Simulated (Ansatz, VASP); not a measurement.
NbC2 in VASP and in Ansatz

```
CELL_PARAMETERS angstrom
3.17765 0.00000 0.00000
-1.58883 2.75193 0.00000
0.00000 0.00000 3.10900
ATOMIC_POSITIONS crystal
Nb 0.00000 0.00000 0.00000
C 0.33333 0.66667 0.50000
C 0.66667 0.33333 0.50000
```

Change from the starting cell: species swapped into the YHg2 type (P6/mmm, No. 191).

Alike in both runs: functional PBE; k mesh 18 × 18 × 16; occupations gaussian, width 0.1 eV; no spin polarisation.

Ansatz relaxed the structure, and its values are those at the end. VASP's run is a single point on that final structure, the one shown.

|  | VASP | Ansatz |
| --- | --- | --- |
| version | VASP 6.6.1 | Ansatz 0.2.0 |
| potentials or method | VASP PAW PBE potentials, release 64 (Nb_sv, C), cutoff 520 eV | scalar-relativistic, plane waves, PAW |
| valence electrons in the cell | 21 | 21 |

```csv
,VASP,Ansatz,Ansatz less VASP
gap on the k mesh at the Fermi level (eV),none,none,-
pressure (GPa),-0.3,0.0,+0.32
```

A gap of «none» marks a metal or a gap that the smearing closes.
